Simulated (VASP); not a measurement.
# Ba (P6_3/mmc) in VASP: notebook, part 2 of 2

VASP 6.6.1. Earlier steps stand in the parts before.

## Step 3: Relaxation of cell and atoms, PBE, target pressure 14 GPa, at which the enthalpy is minimised

This run uses another cell than the first one: it holds 2 atoms, not 4.

INCAR reads:

```
SYSTEM = Ba
PREC = Accurate ; ENCUT = 600
EDIFF = 1E-6 ; ISMEAR = -1
SIGMA = 0.05 ; LREAL = .False.
LASPH = .True. ; NELM = 60
ALGO = Normal ; ISIF = 3
LWAVE = .False. ; LCHARG = .False.
GGA = PE ; IBRION = 2
NSW = 32 ; EDIFFG = -0.005
PSTRESS = 140.0
```

KPOINTS reads:

```
regular mesh
0
Gamma
  13 13 7
  0 0 0
```

POSCAR reads:

```
Ba
1.0
    3.6269054703      0.0000000000      0.0000000000
   -1.8134527352      3.1409922744      0.0000000000
    0.0000000000      0.0000000000      5.3671728913
Ba
2
Direct
    0.3333333333      0.6666666667      0.2500000000
    0.6666666667      0.3333333333      0.7500000000
```

Potentials or basis: VASP PAW PBE potentials, release 64 (Ba_sv).

Run with:

```console
$ cat potpaw_PBE.64/Ba_sv/POTCAR > POTCAR
$ mpirun -np 1 vasp_std > vasp.out
```

OUTCAR:

```text
SYSTEM = Ba
   PREC = Accurate
   ENCUT = 600
   EDIFF = 1E-6
   ISMEAR = -1
   LREAL = .False.
   LASPH = .True.
   NELM = 60
   ISIF = 3
   GGA = PE
   IBRION = 2
   NSW = 32
   EDIFFG = -0.005
   PSTRESS = 140.0

 ion  position               nearest neighbor table
   1  0.333  0.667  0.250-   2 3.40   2 3.40   2 3.40   2 3.40   2 3.40   2 3.40
   2  0.667  0.333  0.750-   1 3.40   1 3.40   1 3.40   1 3.40   1 3.40   1 3.40

  LATTYP: Found a hexagonal cell.
 ALAT       =     3.6269054703
 C/A-ratio  =     1.4798215546

  Lattice vectors:

 A1 = (   3.6269054703,   0.0000000000,   0.0000000000)
 A2 = (  -1.8134527352,   3.1409922744,   0.0000000000)
 A3 = (   0.0000000000,   0.0000000000,   5.3671728913)

Analysis of symmetry for initial positions (statically):
=====================================================================
 Subroutine PRICEL returns:
[... 190 lines left out ...]
      6      -7.1462      2.00000
      7      -7.1462      2.00000
      8      -6.7846      2.00000
      9       3.0606      2.00000
     10       3.2525      2.00000
     11       6.9967      0.00000
     12       6.9967      0.00000
     13       8.2832      0.00000
     14       8.3057      0.00000
[... 656 lines left out ...]
--------------------------------------- Ionic step        8  -------------------------------------------

 number of electron      19.9999998 magnetization

 Free energy of the ion-electron system (eV)
  ---------------------------------------------------
  ext. energy  EPLUGINS =         0.00000000
  ---------------------------------------------------
  free energy    TOTEN  =        -2.05262135 eV

  energy without entropy =       -2.04099324  energy(sigma->0) =       -2.04680729

 E-fermi :   4.9032     XC(G=0):  -9.9395

 val. band max:        4.8998404444   @ k =   0.1538   0.1538   0.0000
 cond. band min:       4.9193719935   @ k =   0.4615   0.0769   0.4286
 fundamental gap:      0.0195315491
 Fermi energy:         4.9032002909

 k-point     1 :       0.0000    0.0000    0.0000
  band No.  band energies     occupation
      1     -23.8972      2.00000
      2     -23.1651      2.00000
      3     -10.5644      2.00000
      4      -8.0978      2.00000
      5      -8.0978      2.00000
      6      -7.5586      2.00000
      7      -7.5586      2.00000
      8      -7.2746      2.00000
      9       2.5929      2.00000
     10       3.0824      2.00000
     11       6.7328      0.00000
     12       6.7328      0.00000
     13       7.7916      0.00000
     14       7.9275      0.00000
[... 424 lines left out ...]
  energy  without entropy=       -2.0409932352  energy(sigma->0) =       -2.04680729

  enthalpy is  TOTEN    =         3.5542104564 eV   P V=        5.6068318090

 reached required accuracy - stopping structural energy minimisation
```

It took 7.4 min on 1 thread of Oxide Virtual Turin-like, shared host; peak memory 0.21 GiB.

Results:

```
Free energy                                                : -2.0526 eV
Relaxed volume                                             : 32.08 Å³/atom
Relaxed cell                                               : a = 3.670 Å, b = 3.670 Å, c = 5.501 Å, α = 90.00°, β = 90.00°, γ = 120.00°
Space group after relaxing (to 0.1 Å)                      : P6_3/mmc (No. 194)
Energy change on relaxing (the run minimises the enthalpy) : -144.2 meV/atom
Ionic steps                                                : 8
Pressure after relaxing                                    : 14.0 GPa
Band gap on the k mesh                                     : zero (bands 10 and 11 overlap by 0.99 eV)
```

Step by step:
| step | energy change (eV) | largest force (eV/Å) | pressure (GPa) | volume (Å³) |
| --- | --- | --- | --- | --- |
| 1 | 0.0000 | 0.0000 | 16.56 | 61.14 |
| 2 | -0.4057 | 0.0000 | 13.02 | 65.56 |
| 3 | -0.2914 | 0.0000 | 13.97 | 64.20 |
| 4 | -0.2859 | 0.0000 | 14.02 | 64.14 |
| 5 | -0.2850 | 0.0000 | 14.03 | 64.13 |
| 6 | -0.2833 | 0.0000 | 14.04 | 64.11 |
| 7 | -0.2921 | 0.0000 | 13.97 | 64.21 |
| 8 | -0.2884 | 0.0000 | 14.00 | 64.17 |

Final structure:
```xyz
2
Lattice="3.6700 0.0000 0.0000 -1.8350 3.1783 0.0000 0.0000 0.0000 5.5010" Properties=species:S:1:pos:R:3 pbc="T T T"
Ba    0.0000    2.1189    1.3753
Ba    1.8350    1.0594    4.1258
```

Levels at points of the mesh, in eV from the Fermi level:
```
           k point  band 7  band 8  band 9  band 10  band 11  band 12  band 13  band 14
(0.00, 0.00, 0.00)  -12.46  -12.18   -2.31    -1.82     1.83     1.83     2.89     3.02
```

Caveat: the cell is relaxed towards a set pressure, so the run minimises the enthalpy, not the energy; spin-orbit coupling is left out, which moves the levels of the heavy elements.

## Step 4: Relaxation of cell and atoms, PBE, target pressure 14 GPa, at which the enthalpy is minimised

This run uses another cell than the first one: it holds 2 atoms, not 4.

INCAR reads:

```
  ALGO = Normal
  EDIFF = 1E-6
  EDIFFG = -0.005
  ENCUT = 600
  GGA = PE
  IBRION = 2
  ISIF = 3
  ISMEAR = -1
  LASPH = True
  LCHARG = False
  LREAL = False
  LWAVE = False
  NELM = 80
  NSW = 60
  PREC = Accurate
  PSTRESS = 140.0
  SIGMA = 0.05
```

KPOINTS reads:

```
k-points
0
Gamma
  13 13 7
```

POSCAR reads:

```
Ba
1.0
    3.5386343115      0.0000000000      0.0000000000
   -1.7693171558      3.0645472085      0.0000000000
    0.0000000000      0.0000000000      5.7325875847
Ba
2
Direct
    0.3333333333      0.6666666667      0.2500000000
    0.6666666667      0.3333333333      0.7500000000
```

Run with:

```console
$ cat potpaw_PBE.64/Ba_sv/POTCAR > POTCAR
$ mpirun -np 1 vasp_std > vasp.out
```

Wall time 8 min (1 thread of Oxide Virtual Turin-like, shared host); peak memory 0.22 GiB.

It converged, with:

- Free energy: -2.0527 eV
- Relaxed volume: 32.08 Å³/atom
- Relaxed cell: a = 3.669 Å, b = 3.669 Å, c = 5.503 Å, α = 90.00°, β = 90.00°, γ = 120.00°
- Space group after relaxing (to 0.1 Å): P6_3/mmc (No. 194)
- Energy change on relaxing (the run minimises the enthalpy): -109.0 meV/atom
- Ionic steps: 14
- Pressure after relaxing: 14.0 GPa
- Band gap on the k mesh: zero (bands 10 and 11 overlap by 0.99 eV)

Step by step:
| step | energy change (eV) | largest force (eV/Å) | pressure (GPa) | volume (Å³) |
| --- | --- | --- | --- | --- |
| 1 | 0.0000 | 0.0000 | 15.70 | 62.17 |
| 2 | -0.2908 | 0.0000 | 13.32 | 65.17 |
| 3 | -0.3024 | 0.0000 | 13.22 | 65.30 |
| 4 | -0.2626 | 0.0000 | 13.61 | 64.71 |
| 5 | -0.2297 | 0.0000 | 13.90 | 64.30 |
| 6 | -0.2256 | 0.0000 | 13.94 | 64.25 |
| 7 | -0.2275 | 0.0000 | 13.92 | 64.27 |
| 8 | -0.2153 | 0.0000 | 14.03 | 64.13 |
| 9 | -0.2201 | 0.0000 | 14.00 | 64.19 |
| 10 | -0.2215 | 0.0000 | 13.98 | 64.20 |
| 11 | -0.2210 | 0.0000 | 13.95 | 64.20 |
| 12 | -0.2204 | 0.0000 | 13.98 | 64.19 |
| 13 | -0.2203 | 0.0000 | 13.98 | 64.19 |
| 14 | -0.2181 | 0.0000 | 14.00 | 64.17 |

Final structure:
```
Ba
1.0
     3.66948    0.00000    0.00000
    -1.83474    3.17786    0.00000
     0.00000    0.00000    5.50256
Ba
2
Direct
  0.33333 0.66667 0.25000
  0.66667 0.33333 0.75000
```

Levels at points of the mesh, in eV from the Fermi level:
```
           k point  band 8  band 9  band 10  band 11  band 12  band 13
(0.00, 0.00, 0.00)  -12.18   -2.31    -1.82     1.83     1.83     2.88
```

Caveat: the cell is relaxed towards a set pressure, so the run minimises the enthalpy, not the energy; spin-orbit coupling is left out, which moves the levels of the heavy elements.

## Step 5: Overview

| task | cell | k mesh | cutoff (eV) | gap on the mesh (eV) | pressure (GPa) |
| --- | --- | --- | --- | --- | --- |
| single point | a = 3.525, b = 3.525, c = 11.319 Å, angles 90.0, 90.0, 120.0°, 4 atoms, atomic positions A | 10 × 10 × 3 | 520 | none | 16.5 |
| relaxation of cell and atoms | relaxed to 14 GPa from a = 3.627, b = 3.627, c = 5.367 Å, angles 90.0, 90.0, 120.0°, 2 atoms, atomic positions B | 13 × 13 × 7 | 600 | none | 14.0 |
| relaxation of cell and atoms | relaxed to 14 GPa from a = 3.539, b = 3.539, c = 5.733 Å, angles 90.0, 90.0, 120.0°, 2 atoms, atomic positions B | 13 × 13 × 7 | 600 | none | 14.0 |

Alike in all rows: level PBE; potentials or basis VASP PAW PBE potentials, release 64 (Ba_sv); no spin polarisation; smearing fermi-dirac 0.05 eV.

Caveats: spin-orbit coupling is left out, which moves the levels of the heavy elements; the cell is relaxed towards a set pressure, so the run minimises the enthalpy, not the energy (at least some runs); the cell stands under pressure (at least some runs).

Absolute energies hang on the potentials; compare differences alone.
